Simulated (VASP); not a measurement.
Crystal: KTaO3.

```xyz
5
Lattice="3.9883 0.0000 0.0000 0.0000 3.9883 0.0000 0.0000 0.0000 3.9883" Properties=species:S:1:pos:R:3 pbc="T T T"
Ta    0.0000    0.0000    0.0000
K     1.9942    1.9942    1.9942
O     0.0000    0.0000    1.9942
O     0.0000    1.9942    0.0000
O     1.9942    0.0000    0.0000
```

- Program: VASP 6.6.1
- Task: relaxation of cell and atoms
- Functional: revPBE
- Dispersion: D4
- Potentials or basis: VASP PAW PBE potentials, release 64 (Ta_pv, K_sv, O)
- Cutoff: 600 eV
- k mesh: 7 × 7 × 7
- Occupations: fermi-dirac, width 0.05 eV
- Spin: no spin polarisation

At the start: pressure 4.9 GPa; volume 12.69 Å³/atom.

Q: Where does the relaxation end?

A: Over 3 steps the energy falls by 4.8 meV/atom and the volume is 13.01 Å³/atom (+2.5 %); space group Pm-3m (No. 221, to 0.05 Å).

The path:
```tsv
step	energy change (eV)	largest force (eV/Å)	pressure (GPa)	volume (Å³)
1	0.0000	0.0000	4.90	63.44
2	0.0112	0.0000	-5.35	67.07
3	-0.0238	0.0000	-0.03	65.04
```

Final structure:
```yaml
crystal:
  lattice:
    - [4.02164, 0.00000, 0.00000]
    - [0.00000, 4.02164, 0.00000]
    - [0.00000, 0.00000, 4.02164]
  atoms:
    - { symbol: Ta, position: [0.00000, 0.00000, 0.00000] }
    - { symbol: K, position: [0.50000, 0.50000, 0.50000] }
    - { symbol: O, position: [0.00000, 0.00000, 0.50000] }
    - { symbol: O, position: [0.00000, 0.50000, 0.00000] }
    - { symbol: O, position: [0.50000, 0.00000, 0.00000] }
```

Caveat: the PAW data sets were made with another functional, which shifts forces and pressure a little.
